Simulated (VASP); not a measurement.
# Au (Fd-3m) in VASP: further runs, part 2 of 2

VASP 6.6.1. The steps go on from the part before.

**3. Single point, r2SCAN (25.76 Å³/atom)**

This run uses another cell than the first one, of 25.76 Å³/atom.

Input file POSCAR:

```
Au
1.0
    0.0000000000      2.9531749295      2.9531749295
    2.9531749295      0.0000000000      2.9531749295
    2.9531749295      2.9531749295      0.0000000000
Au
2
Direct
    0.1250000000      0.1250000000      0.1250000000
    0.8750000000      0.8750000000      0.8750000000
```

Input file INCAR.step1:

```
SYSTEM = Au
PREC = Accurate
ENCUT = 520
ISMEAR = -1
SIGMA = 0.1
LREAL = .FALSE.
LASPH = .TRUE.
NELM = 100
NBANDS = 18
GGA = PE
ALGO = Normal
EDIFF = 1E-4
LWAVE = .TRUE.
LCHARG = .FALSE.
```

Input file INCAR.step2:

```
SYSTEM = Au
PREC = Accurate
ENCUT = 520
EDIFF = 1E-6
ISMEAR = -1
SIGMA = 0.1
LREAL = .FALSE.
LASPH = .TRUE.
NELM = 100
ALGO = Normal
ISIF = 2
LWAVE = .FALSE.
LCHARG = .TRUE.
METAGGA = R2SCAN
LMIXTAU = .TRUE.
LELF = .TRUE.
LVHAR = .TRUE.
NBANDS = 18
ISTART = 1
```

Input file KPOINTS:

```
Automatic mesh
0
G
  10 10 10
  0 0 0
```

Potentials or basis: VASP PAW PBE potentials, release 64 (Au).

Run with:

```console
> cat potpaw_PBE.64/Au/POTCAR > POTCAR
> cp INCAR.step1 INCAR
> mpirun -np 1 vasp_std > vasp.out
> cp INCAR.step2 INCAR
> mpirun -np 1 vasp_std > vasp.out
```

OUTCAR:

```text
SYSTEM = Au
   PREC = Accurate
   ENCUT = 520
   EDIFF = 1E-6
   ISMEAR = -1
   LREAL = .FALSE.
   LASPH = .TRUE.
   NELM = 100
   ISIF = 2
   METAGGA = R2SCAN
   ISTART = 1

 ion  position               nearest neighbor table
   1  0.125  0.125  0.125-   2 2.56   2 2.56   2 2.56   2 2.56
   2  0.875  0.875  0.875-   1 2.56   1 2.56   1 2.56   1 2.56

  LATTYP: Found a face centered cubic cell.
 ALAT       =     5.9063498590

  Lattice vectors:

 A1 = (   0.0000000000,   2.9531749295,   2.9531749295)
 A2 = (   2.9531749295,   0.0000000000,   2.9531749295)
 A3 = (   2.9531749295,   2.9531749295,   0.0000000000)

Analysis of symmetry for initial positions (statically):
=====================================================================
 Subroutine PRICEL returns:
 Original cell was already a primitive cell.

 Routine SETGRP: Setting up the symmetry group for a
 face centered cubic supercell.

 Subroutine GETGRP returns: Found 48 space group operations
 (whereof 12 operations were pure point group operations)
 out of a pool of 48 trial point group operations.

The static configuration has the point symmetry D_3d.
 The point group associated with its full space group is O_h .

Analysis of symmetry for dynamics (positions and initial velocities):
=====================================================================
 Subroutine PRICEL returns:
 Original cell was already a primitive cell.

 Routine SETGRP: Setting up the symmetry group for a
 face centered cubic supercell.

 Subroutine GETGRP returns: Found 48 space group operations
 (whereof 12 operations were pure point group operations)
 out of a pool of 48 trial point group operations.

The dynamic configuration has the point symmetry D_3d.
 The point group associated with its full space group is O_h .

 Subroutine INISYM returns: Found 48 space group operations
 (whereof 12 operations are pure point group operations),
 and found     1 'primitive' translations

[... 104 lines left out ...]
   PSTRESS=    0.0 pullay stress
   NELECT =      22.0000    total number of electrons
   NUPDOWN=      -1.0000    fix difference up-down
   EMIN   =  10.00;   EMAX   =-10.00  energy-range for DOS
   EFERMI =   0.00;   METHOD = LEGACY
   ISMEAR =    -1;   SIGMA  =   0.10  broadening in eV -4-tet -1-fermi 0-gaus
   EFERMI_NEDOS =   21; number of points for ismear=-14 and -15
   IALGO  =     38    algorithm
   IMIX   =      4    mixing-type and parameters
     AMIX     =   0.40;   BMIX     =  1.00
     AMIX_MAG =   1.60;   BMIX_MAG =  1.00
  volume/ion in A,a.u.               =      25.76       173.81
  Fermi-wavevector in a.u.,A,eV,Ry     =   1.232868  2.329783 20.680356  1.519963
  Thomas-Fermi vector in A             =   2.367621
   LORBIT       =      0    0 simple, 1 ext, 2 COOP (PROOUT), +10 PAW based schemes
   METAGGA = R2SCAN    functional components
   LHFCALC =     F    Hartree Fock is set to
   AEXX    =    0.0000 exact exchange contribution
   IVDW    =     0    specifies the selected vdW correction
   LEPSILON=     F    determine dielectric tensor
   LRPA    =     F    only Hartree local field effects (RPA)
 non-spin polarized calculation
  energy-cutoff  :      520.00
  volume of cell :       51.51
 maximum number of plane-waves:      1411
   NGX = 15   NGY = 15   NGZ = 15

 number of electron      21.9999999 magnetization

 Free energy of the ion-electron system (eV)
  ---------------------------------------------------
  ext. energy  EPLUGINS =         0.00000000
  ---------------------------------------------------
  free energy    TOTEN  =       -99.52183748 eV

  energy without entropy =      -99.50081929  energy(sigma->0) =      -99.51132839

 E-fermi :   3.8886     XC(G=0): -10.6509

 val. band max:        3.8123727004   @ k =   0.5000   0.1000   0.0000
 cond. band min:       4.0586515166   @ k =  -0.4000   0.2000   0.0000
 fundamental gap:      0.2462788162
 Fermi energy:         3.8886084308

 k-point     1 :       0.0000    0.0000    0.0000
  band No.  band energies     occupation
      1      -3.0161      2.00000
      2      -1.0493      2.00000
      3      -1.0493      2.00000
      4      -0.9921      2.00000
      5      -0.9921      2.00000
      6      -0.9921      2.00000
[... 481 lines left out ...]
      5      -0.1941      2.00000
      6      -0.1548      2.00000
[... 10 lines left out ...]
     17      19.7689      0.00000
     18      20.3893      0.00000

 [... further k-points ...]
[... 5 lines left out ...]
  --------------------------------------------------------------------------------------
  -------------------------------------------------------------------------------------
  Total        2.2824547      2.2824547      2.2824547      0.0000000      0.0000000      0.0000000
  in kB       70.9929528     70.9929528     70.9929528      0.0000000      0.0000000      0.0000000
  external PRESSURE =      70.9929528 kB  Pullay stress =       0.0000000 kB

 VOLUME and BASIS-vectors are now :
 -----------------------------------------------------------------------------
  energy-cutoff  :      520.00
  volume of cell :       51.51
      direct lattice vectors                 reciprocal lattice vectors
     0.000000000  2.953174929  2.953174929    -0.169309307  0.169309307  0.169309307
     2.953174929  0.000000000  2.953174929     0.169309307 -0.169309307  0.169309307
     2.953174929  2.953174929  0.000000000     0.169309307  0.169309307 -0.169309307

 POSITION                                       TOTAL-FORCE (eV/Angst)
 -----------------------------------------------------------------------------------
      0.73829      0.73829      0.73829        -0.000000     -0.000000      0.000000
      5.16806      5.16806      5.16806         0.000000      0.000000     -0.000000
 -----------------------------------------------------------------------------------
    total drift:                                0.000000      0.000000     -0.000000

  FREE ENERGIE OF THE ION-ELECTRON SYSTEM (eV)
  ---------------------------------------------------
  free  energy   TOTEN  =       -99.5218374839 eV

  energy  without entropy=      -99.5008192870  energy(sigma->0) =      -99.51132839
```

It took 3.7 min on 1 thread of AMD EPYC, shared host; peak memory 0.17 GiB.

Results:

```
Free energy            : -99.5218 eV
Pressure               : 7.1 GPa
Band gap on the k mesh : zero (bands 11 and 12 overlap by 0.70 eV)
```

Caveat: the cell stands under pressure; the PAW data sets were made with another functional, which shifts forces and pressure a little; spin-orbit coupling is left out, which moves the levels of the heavy elements.
